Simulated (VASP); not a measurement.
# MgH6 (P-6m2) in VASP: relaxation of cell and atoms with PBE

Aim: the relaxation of cell and atoms of MgH6 with PBE.

All numbers are computed with VASP 6.6.1; they aren't measurements. Logs are shortened: lines on timing, memory, paths and dates and some standing lists are left out, and cuts for length are marked.

## Step 1: The cell of the first run

It takes space group P-6m2 (No. 187, hexagonal). The conventional cell has a = 3.223 Å, b = 3.223 Å, c = 6.211 Å, α = 90.00°, β = 90.00°, γ = 120.00°. Mg (site symmetry -6m2) has 6 H at 1.62 Å within 2.2 Å. Within 2.7 Å of H (site symmetry 3m) lie 7 H at 1.96 to 2.64 Å and 3 Mg at 2.58 Å. H (site symmetry -6m2) has 12 H at 2.28 to 3.22 Å and 2 Mg at 3.11 Å within 3.3 Å. H (site symmetry mm2) has 6 H at 1.39 to 1.96 Å and 2 Mg at 1.62 Å within 2.0 Å.

The cell was generated, and may not be a known phase.

## Step 2: Relaxation of cell and atoms, PBE

INCAR

```
PREC = Accurate
ENCUT = 840
EDIFF = 1E-7
ISMEAR = 0
SIGMA = 0.1
LREAL = F
LASPH = T
NELM = 120
ALGO = Normal
ISIF = 3
LWAVE = F
LCHARG = F
GGA = PE
IBRION = 2
NSW = 90
EDIFFG = -0.04
GGA_COMPAT = F
NELMIN = 4
```

KPOINTS

```
regular mesh
0
Gamma
  6 6 4
```

POSCAR

```
MgH6
1.0
    3.2227976400      0.0000000000      0.0000000000
   -1.6113988200      2.7910246300      0.0000000000
    0.0000000000      0.0000000000      6.2106931700
Mg H
1 6
Direct
    0.0000000000      0.0000000000      0.0000000000
    0.6666666700      0.3333333300      0.7122620700
    0.6666666700      0.3333333300      0.2877379300
    0.0000000000      0.0000000000      0.5000000000
    0.5230787300      0.4769212700      0.0000000000
    0.5230787300      0.0461574700      0.0000000000
    0.9538425300      0.4769212700      0.0000000000
```

Potentials or basis: VASP PAW PBE potentials, release 64 (Mg_sv, H).

Command:

```bash
$ cat potpaw_PBE.64/Mg_sv/POTCAR potpaw_PBE.64/H/POTCAR > POTCAR
$ mpirun -np 1 vasp_std > vasp.out
```

OUTCAR:

```text
PREC = Accurate
   ENCUT = 840
   EDIFF = 1E-7
   ISMEAR = 0
   LREAL = F
   LASPH = T
   NELM = 120
   ISIF = 3
   GGA = PE
   IBRION = 2
   NSW = 90
   EDIFFG = -0.04
   NELMIN = 4

 ion  position               nearest neighbor table
   1  0.000  0.000  0.000-
   2  0.667  0.333  0.712-
   3  0.667  0.333  0.288-
   4  0.000  0.000  0.500-
   5  0.523  0.477  0.000-
   6  0.523  0.046  0.000-
   7  0.954  0.477  0.000-

  LATTYP: Found a hexagonal cell.
 ALAT       =     3.2227976400
 C/A-ratio  =     1.9271123613

  Lattice vectors:

 A1 = (   3.2227976400,   0.0000000000,   0.0000000000)
 A2 = (  -1.6113988200,   2.7910246300,   0.0000000000)
 A3 = (   0.0000000000,   0.0000000000,   6.2106931700)

Analysis of symmetry for initial positions (statically):
=====================================================================
 Subroutine PRICEL returns:
 Original cell was already a primitive cell.

 Routine SETGRP: Setting up the symmetry group for a
 hexagonal supercell.

 Subroutine GETGRP returns: Found 12 space group operations
 (whereof 12 operations were pure point group operations)
 out of a pool of 24 trial point group operations.

The static configuration has the point symmetry D_3h.

Analysis of symmetry for dynamics (positions and initial velocities):
=====================================================================
 Subroutine PRICEL returns:
 Original cell was already a primitive cell.

 Routine SETGRP: Setting up the symmetry group for a
 hexagonal supercell.

 Subroutine GETGRP returns: Found 12 space group operations
 (whereof 12 operations were pure point group operations)
 out of a pool of 24 trial point group operations.

The dynamic configuration has the point symmetry D_3h.

 Subroutine INISYM returns: Found 12 space group operations
 (whereof 12 operations are pure point group operations),
 and found     1 'primitive' translations

----------------------------------------------------------------------------------------

                                     Primitive cell

  volume of cell :      55.8646

  direct lattice vectors                    reciprocal lattice vectors
     3.222797640  0.000000000  0.000000000     0.310289417  0.179145678  0.000000000
    -1.611398820  2.791024630  0.000000000     0.000000000  0.358291356  0.000000000
     0.000000000  0.000000000  6.210693170     0.000000000  0.000000000  0.161012623

  length of vectors
     3.222797640  3.222797642  6.210693170     0.358291356  0.358291356  0.161012623

  position of ions in fractional coordinates (direct lattice)
     0.000000000  0.000000000  0.000000000
     0.666666670  0.333333330  0.712262070
     0.666666670  0.333333330  0.287737930
     0.000000000  0.000000000  0.500000000
     0.523078730  0.476921270  0.000000000
     0.523078730  0.046157470  0.000000000
     0.953842530  0.476921270  0.000000000

  ion indices of the primitive-cell ions
   primitive index   ion index
                 1           1
                 2           2
                 3           3
                 4           4
                 5           5
                 6           6
                 7           7

----------------------------------------------------------------------------------------

 KPOINTS: regular mesh

Automatic generation of k-mesh.
 Grid dimensions read from file:
 generate k-points for:    6    6    4

 Generating k-lattice:

  Cartesian coordinates                     Fractional coordinates (reciprocal lattice)
     0.051714903  0.029857613  0.000000000     0.166666667  0.000000000  0.000000000
     0.000000000  0.059715226  0.000000000     0.000000000  0.166666667  0.000000000
     0.000000000  0.000000000  0.040253156     0.000000000  0.000000000  0.250000000

  Length of vectors
     0.059715226  0.059715226  0.040253156

  Shift w.r.t. Gamma in fractional coordinates (k-lattice)
     0.000000000  0.000000000  0.000000000

 Subroutine IBZKPT returns following result:
 ===========================================

 Found     21 irreducible k-points:

 Following reciprocal coordinates:
            Coordinates               Weight
  0.000000  0.000000  0.000000      1.000000
  0.166667  0.000000  0.000000      6.000000
  0.333333  0.000000  0.000000      6.000000
  0.500000  0.000000  0.000000      3.000000
  0.166667  0.166667  0.000000      6.000000
  0.333333  0.166667  0.000000     12.000000
[... 13 lines left out ...]
  0.333333  0.166667  0.500000     12.000000
  0.333333  0.333333  0.500000      2.000000
   k-points           NKPTS =     21   k-points in BZ     NKDIM =     21   number of bands    NBANDS=     12
   number of dos      NEDOS =    301   number of ions     NIONS =      7
   total plane-waves  NPLWV =  54000
   dimension x,y,z NGX =    30 NGY =   30 NGZ =   60
   dimension x,y,z NGXF=    60 NGYF=   60 NGZF=  120
   ions per type =               1   6
   NGX,Y,Z   is equivalent  to a cutoff of  15.48, 15.48, 16.06 a.u.
   NGXF,Y,Z  is equivalent  to a cutoff of  30.95, 30.95, 32.12 a.u.
 SYSTEM =  unknown system
   PREC   = accura    normal or accurate (medium, high low for compatibility)
   ISTART =      0    job   : 0-new  1-cont  2-samecut
   ICHARG =      2    charge: 1-file 2-atom 10-const
   ISPIN  =      1    spin polarized calculation?
   LNONCOLLINEAR =      F non collinear calculations
   LSORBIT =      F    spin-orbit coupling
   LASPH  =      T    aspherical Exc in radial PAW
   ENCUT  =  840.0 eV  61.74 Ry    7.86 a.u.   7.62  7.62 14.68*2*pi/ulx,y,z
   NELM   =    120;   NELMIN=  4; NELMDL= -5     # of ELM steps
   EDIFF  = 0.1E-06   stopping-criterion for ELM
   LREAL  =      F    real-space projection
   EDIFFG = -.4E-01   stopping-criterion for IOM
   NSW    =     90    number of steps for IOM
   IBRION =      2    ionic relax: 0-MD 1-quasi-New 2-CG
   NFREE  =      1    steps in history (QN), initial steepest desc. (CG)
   ISIF   =      3    stress and relaxation
   ISYM   =      2    0-nonsym 1-usesym 2-fastsym
   POTIM  = 0.5000    time-step for ionic-motion
   TEBEG  =    0.0;   TEEND  =   0.0 temperature during run
   PSTRESS=    0.0 pullay stress
   NELECT =      16.0000    total number of electrons
   NUPDOWN=      -1.0000    fix difference up-down
   EMIN   =  10.00;   EMAX   =-10.00  energy-range for DOS
   EFERMI =   0.00;   METHOD = LEGACY
   ISMEAR =     0;   SIGMA  =   0.10  broadening in eV -4-tet -1-fermi 0-gaus
   EFERMI_NEDOS =   21; number of points for ismear=-14 and -15
   IALGO  =     38    algorithm
   IMIX   =      4    mixing-type and parameters
     AMIX     =   0.40;   BMIX     =  1.00
     AMIX_MAG =   1.60;   BMIX_MAG =  1.00
  volume/ion in A,a.u.               =       7.98        53.86
  Fermi-wavevector in a.u.,A,eV,Ry     =   1.079119  2.039239 15.843947  1.164497
  Thomas-Fermi vector in A             =   2.215075
   LORBIT       =      0    0 simple, 1 ext, 2 COOP (PROOUT), +10 PAW based schemes
   GGA     = PE    functional components
   LHFCALC =     F    Hartree Fock is set to
   AEXX    =    0.0000 exact exchange contribution
   IVDW    =     0    specifies the selected vdW correction
   LEPSILON=     F    determine dielectric tensor
   LRPA    =     F    only Hartree local field effects (RPA)
 conjugate gradient relaxation of ions
 non-spin polarized calculation
 Gauss-broadening in eV      SIGMA  =   0.10
  energy-cutoff  :      840.00
  volume of cell :       55.86
 maximum number of plane-waves:      3138
   NGX = 15   NGY = 15   NGZ = 29

--------------------------------------- Ionic step        1  -------------------------------------------

 number of electron      15.9999999 magnetization

 Free energy of the ion-electron system (eV)
  ---------------------------------------------------
  ext. energy  EPLUGINS =         0.00000000
  ---------------------------------------------------
  free energy    TOTEN  =       -11.49855348 eV

  energy without entropy =      -11.47959599  energy(sigma->0) =      -11.48907473

------------------------ aborting loop because EDIFF is reached ----------------------------------------

  FORCE on cell =-STRESS in cart. coord.  units (eV):
  Direction    XX          YY          ZZ          XY          YZ          ZX
  --------------------------------------------------------------------------------------
  -------------------------------------------------------------------------------------
  Total        8.9855771      8.9855771     -4.2759184      0.0000000      0.0000000      0.0000000
  in kB      257.7031800    257.7031805   -122.6318302      0.0000000      0.0000000      0.0000000
  external PRESSURE =     130.9248434 kB  Pullay stress =       0.0000000 kB
[... 104 lines left out ...]
  FREE ENERGIE OF THE ION-ELECTRON SYSTEM (eV)
  ---------------------------------------------------
  free  energy   TOTEN  =       -13.2152590887 eV

  energy  without entropy=      -13.2002267788  energy(sigma->0) =      -13.20774293

 E-fermi :   0.0656     XC(G=0):  -8.9238

 val. band max:        0.0157137621   @ k =   0.1667   0.1667   0.0000
 cond. band min:       0.0976500424   @ k =   0.3333   0.0000   0.2500
 fundamental gap:      0.0819362803
 Fermi energy:         0.0656097765

 k-point     1 :       0.0000    0.0000    0.0000
  band No.  band energies     occupation
      1     -74.2366      2.00000
      2     -41.0227      2.00000
      3     -41.0227      2.00000
      4     -40.9490      2.00000
      5      -9.8800      2.00000
      6      -2.6912      2.00000
      7      -1.1550      2.00000
      8       0.5121      0.00000
      9       0.5121      0.00000
     10       4.9481      0.00000
     11       6.2523      0.00000
     12       6.2523      0.00000
[... 286 lines left out ...]
 k-point    21 :       0.3333    0.3333    0.5000
  band No.  band energies     occupation
      1     -74.2358      2.00000
      2     -41.0248      2.00000
      3     -41.0247      2.00000
      4     -40.9603      2.00000
      5      -5.7988      2.00000
      6      -4.5750      2.00000
      7      -4.1121      2.00000
      8      -2.5963      2.00000
      9      -1.1131      2.00000
     10       4.0250      0.00000
     11       7.8598      0.00000
     12      10.5410      0.00000

[... ionic steps 4 to 40 ...]

--------------------------------------- Ionic step       41  -------------------------------------------

 number of electron      16.0000007 magnetization

------------------------ aborting loop because EDIFF is reached ----------------------------------------
[... 77 lines left out ...]
--------------------------------------- Ionic step       43  -------------------------------------------

 number of electron      16.0000005 magnetization

 Free energy of the ion-electron system (eV)
  ---------------------------------------------------
  ext. energy  EPLUGINS =         0.00000000
  ---------------------------------------------------
  free energy    TOTEN  =       -17.66145479 eV

  energy without entropy =      -17.65032917  energy(sigma->0) =      -17.65589198

 E-fermi :  -0.3172     XC(G=0):  -8.0402

 val. band max:       -0.3260241830   @ k =   0.3333   0.0000   0.0000
 cond. band min:      -0.2718931137   @ k =   0.5000   0.0000   0.2500
 fundamental gap:      0.0541310693
 Fermi energy:        -0.3171651088

 k-point     1 :       0.0000    0.0000    0.0000
  band No.  band energies     occupation
      1     -75.6306      2.00000
      2     -42.4209      2.00000
      3     -42.4209      2.00000
      4     -42.3415      2.00000
      5      -9.8924      2.00000
      6      -5.5135      2.00000
      7      -1.9938      2.00000
      8       0.3910      0.00000
      9       0.3910      0.00000
     10       3.7886      0.00000
     11       5.0012      0.00000
     12       5.0012      0.00000
[... 332 lines left out ...]
  FREE ENERGIE OF THE ION-ELECTRON SYSTEM (eV)
  ---------------------------------------------------
  free  energy   TOTEN  =       -17.6614547924 eV

  energy  without entropy=      -17.6503291661  energy(sigma->0) =      -17.65589198

 reached required accuracy - stopping structural energy minimisation
```

Run time: 15 min. Hardware: 1 thread of Intel Xeon Platinum 8488C (Sapphire Rapids), shared host; peak memory 0.24 GiB.

Results:

- Free energy: -17.6615 eV
- Relaxed volume: 8.32 Å³/atom
- Relaxed cell: a = 4.201 Å, b = 4.201 Å, c = 3.810 Å, α = 90.00°, β = 90.00°, γ = 120.00°
- Space group after relaxing (to 0.1 Å): P-6m2 (No. 187)
- Energy gained by relaxing: 880.4 meV/atom
- Ionic steps: 43
- Pressure after relaxing: -0.2 GPa
- Band gap on the k mesh: zero (bands 8 and 9 overlap by 2.32 eV)

Forces in eV/Å, atoms in the order of the input:
```
Mg   0.000  0.000  0.000
H    0.000  0.000  0.002
H    0.000  0.000 -0.002
H    0.000  0.000  0.000
H    0.002 -0.001  0.000
H    0.000  0.002  0.000
H   -0.002 -0.001  0.000
```

The path:
| step | energy change (eV) | largest force (eV/Å) | pressure (GPa) | volume (Å³) |
| --- | --- | --- | --- | --- |
| 1 | 0.0000 | 0.4602 | 13.09 | 55.86 |
| 3 | -1.7167 | 0.5443 | -3.87 | 69.33 |
| 5 | -1.8980 | 0.6983 | -7.34 | 75.67 |
| 7 | -4.3237 | 0.4098 | -5.21 | 54.67 |
| 9 | -4.3335 | 0.4251 | -4.61 | 54.00 |
| 11 | -4.5352 | 1.0461 | 3.92 | 45.41 |
| 13 | -4.9131 | 1.7108 | 11.25 | 41.68 |
| 15 | -4.9003 | 1.7026 | 11.68 | 41.48 |
| 17 | -4.9823 | 1.5052 | 14.96 | 40.53 |
| 19 | -5.0391 | 0.5189 | 20.52 | 39.72 |
| 21 | -5.1203 | 0.5062 | 18.78 | 40.33 |
| 23 | -5.6483 | 0.4016 | 8.65 | 46.11 |
| 25 | -5.9627 | 0.2936 | -0.67 | 57.12 |
| 27 | -5.9973 | 1.0154 | -1.71 | 57.34 |
| 29 | -6.0387 | 0.7422 | -1.25 | 57.19 |
| 31 | -6.0270 | 1.1235 | 1.80 | 56.34 |
| 33 | -6.0783 | 0.1595 | 0.06 | 56.81 |
| 35 | -6.0877 | 0.1588 | 0.09 | 56.82 |
| 37 | -6.1273 | 0.1080 | 0.30 | 56.87 |
| 39 | -6.1478 | 0.0448 | 0.78 | 56.90 |
| 41 | -6.1624 | 0.1598 | -0.29 | 58.24 |
| 43 | -6.1629 | 0.0024 | -0.17 | 58.24 |

Final structure:
```xyz
7
Lattice="4.2014 0.0000 0.0000 -2.1007 3.6386 0.0000 0.0000 0.0000 3.8100" Properties=species:S:1:pos:R:3 pbc="T T T"
Mg    0.0000    0.0000    0.0000
H     2.1007    1.2129    2.2863
H     2.1007    1.2129    1.5236
H     0.0000    0.0000    1.9050
H     0.6570    2.0464    0.0000
H     0.0000    3.1843    0.0000
H    -0.6570    2.0464    0.0000
```

Levels at points of the mesh, in eV from the Fermi level:
| k point | band 6 | band 7 | band 8 | band 9 | band 10 | band 11 |
| --- | --- | --- | --- | --- | --- | --- |
| (0.00, 0.00, 0.00) | -5.20 | -1.68 | 0.71 | 0.71 | 4.11 | 5.32 |
| (0.50, 0.00, 0.00) | -6.64 | -3.33 | -0.19 | 0.34 | 6.21 | 6.93 |
| (0.00, 0.00, 0.50) | -6.57 | -1.52 | 1.02 | 1.02 | 2.98 | 6.85 |
| (0.50, 0.00, 0.50) | -5.89 | -2.61 | -2.61 | 0.32 | 3.56 | 4.40 |

Caveat: the k points lie up to 0.41 Å⁻¹ apart in the final cell, too coarse for converged energies and pressures of a metal; a cell axis changed by over 15 % at a fixed basis, so the end point is rough.

The gap in the log of VASP goes by the Fermi energy; the results here count the filled bands.